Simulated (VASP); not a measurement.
## TaS2: single point with LDA

Crystal: TaS2.

```
CELL_PARAMETERS angstrom
3.35000 0.00000 0.00000
-1.67500 2.90119 0.00000
0.00000 0.00000 5.86000
ATOMIC_POSITIONS crystal
Ta 0.00000 0.00000 0.00000
S 0.33333 0.66667 0.25000
S 0.66667 0.33333 0.75000
```

```yaml
Program: VASP 6.6.1
Task: single point
Functional: LDA
Potentials_or_basis: VASP PAW LDA potentials, release 64 (Ta_pv, S)
Cutoff: 500 eV
k_mesh: 5 × 5 × 3
Occupations: methfessel-paxton, width 0.1 eV
Spin: no spin polarisation
Dipole_correction: no
Further_INCAR_settings: ALGO = Normal; EDIFF = 1e-06; NBANDS = 18
```

* Pressure: 2.2 GPa
* Largest force: 0.730 eV/Å

Forces on the atoms (eV/Å):
```
Ta   0.000  0.000  0.000
S    0.000  0.000  0.730
S    0.000  0.000 -0.730
```

Stress tensor (GPa, compression positive):
```
0.92 0.00 0.00
0.00 0.92 0.00
0.00 0.00 4.73
```

Levels at points of the mesh, in eV from the Fermi level:
```
           k point  band 7  band 8  band 9  band 10  band 11  band 12  band 13  band 14  band 15  band 16
(0.00, 0.00, 0.00)   -4.18   -4.18   -1.22    -0.65    -0.65     0.05     0.05     0.29     4.16     4.16
```

It took 6.3 s on 1 thread of AMD EPYC 9R45 96-Core Processor (Zen 5), with other jobs on the host, peak memory 0.12 GiB.

Caveat: the k points lie up to 0.43 Å⁻¹ apart; spin-orbit coupling is left out, which moves the levels of the heavy elements.
